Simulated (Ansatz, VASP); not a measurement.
**Two plane-wave programs on W**

```
CELL_PARAMETERS angstrom
0.00000 2.03364 1.83475
2.03364 0.00000 1.83475
2.03364 2.03364 0.00000
ATOMIC_POSITIONS crystal
W 0.00000 0.00000 0.00000
```

Alike in both runs: task single point; functional LDA; k mesh 22 × 22 × 22; occupations gaussian, width 0.15 eV; no spin polarisation.

```csv
,VASP,Ansatz
version,VASP 6.6.1,Ansatz 0.2.0
potentials or method,"VASP PAW LDA potentials, release 64 (W_sv), cutoff 520 eV","scalar-relativistic, plane waves, PAW"
valence electrons in the cell,14,14
```

```tsv
	VASP	Ansatz	Ansatz less VASP
gap on the k mesh at the Fermi level (eV)	none	none	-
pressure (GPa)	12.6	10.6	-2.00
traceless stress, the component that is largest in VASP (GPa)	-18.64	-18.62	+0.021
```

Ansatz warns that its potentials were made for another functional, while VASP's fit it. LDA's correlation is that of Perdew and Zunger in VASP and of Perdew and Wang (1992) in Ansatz. A gap of «none» marks a metal or a gap that the smearing closes.

Spin-orbit coupling is off throughout.
